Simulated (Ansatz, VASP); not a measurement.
## One calculation of PtSe2, two programs

```xyz
3
Lattice="3.7166 0.0000 0.0000 -1.8583 3.2187 0.0000 0.0000 0.0000 5.8297" Properties=species:S:1:pos:R:3 pbc="T T T"
Pt    0.0000    0.0000    0.0000
Se    0.0000    2.1458    1.3115
Se    1.8583    1.0729    4.5182
```

Alike in both runs: task single point; functional r2SCAN; k mesh 8 × 8 × 4; occupations methfessel-paxton of order 1, width 0.001 eV; no spin polarisation.

|  | VASP | Ansatz |
| --- | --- | --- |
| version | VASP 6.6.1 | Ansatz 0.2.0 |
| potentials or method | VASP PAW PBE potentials, release 64 (Pt, Se), cutoff 520 eV | scalar-relativistic, plane waves, PAW |
| valence electrons in the cell | 22 | 50 |

```tsv
	VASP	Ansatz	Ansatz less VASP
pressure (GPa)	0.1	0.0	-0.07
rms of the force components (eV/Å)	0.005	0.000	-0.0048
```

VASP's potentials were made for PBE, not for r2SCAN. Atom by atom the forces differ by 0.005 eV/Å (rms over components). VASP's potentials hold 22 valence electrons a cell and Ansatz's 50, so a difference there can come from the potentials and not from the codes.

Spin-orbit coupling is off throughout.
